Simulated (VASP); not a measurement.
Hf2C, 3 atoms in the cell. Symmetry: P-6m2, No. 187, hexagonal system. Conventional cell: a = 3.376 Å, b = 3.376 Å, c = 5.232 Å, α = 90.00°, β = 90.00°, γ = 120.00°. Hf (site symmetry 3m) has 3 C at 2.35 Å and 2 Hf at 2.62 Å within 3.1 Å. Within 3.1 Å of C (site symmetry -6m2) lie 6 Hf at 2.35 Å. 

| Property | Result |
| --- | --- |
| Program | VASP 6.6.1 |
| Task | relaxation of cell and atoms |
| Functional | PBE |
| Potentials or basis | VASP PAW PBE potentials, release 64 (Hf_pv, C) |
| Cutoff | 600 eV |
| k mesh | 6 × 6 × 4 |
| Occupations | gaussian, width 0.1 eV |
| Spin | no spin polarisation |
| Dipole correction | no |
| Further INCAR settings | ALGO = Normal; EDIFF = 1e-07; IBRION = 2; EDIFFG = -0.04; NSW = 90; ISIF = 3 |

Potentials or basis: VASP PAW PBE potentials, release 64 (Hf_pv, C).

The run is started by

```console
$ cat potpaw_PBE.64/Hf_pv/POTCAR potpaw_PBE.64/C/POTCAR > POTCAR
$ mpirun -np 1 vasp_std > vasp.out
```

Hardware: 1 thread of AMD EPYC 9R45 96-Core Processor (Zen 5), on a shared host.

Q: Estimate the wall time of this run.

A: Wall time 52 s on 1 thread of AMD EPYC 9R45 96-Core Processor (Zen 5), on a shared host, peak memory 0.17 GiB. Counts: scf iterations 65, k points 21, ion steps 7.
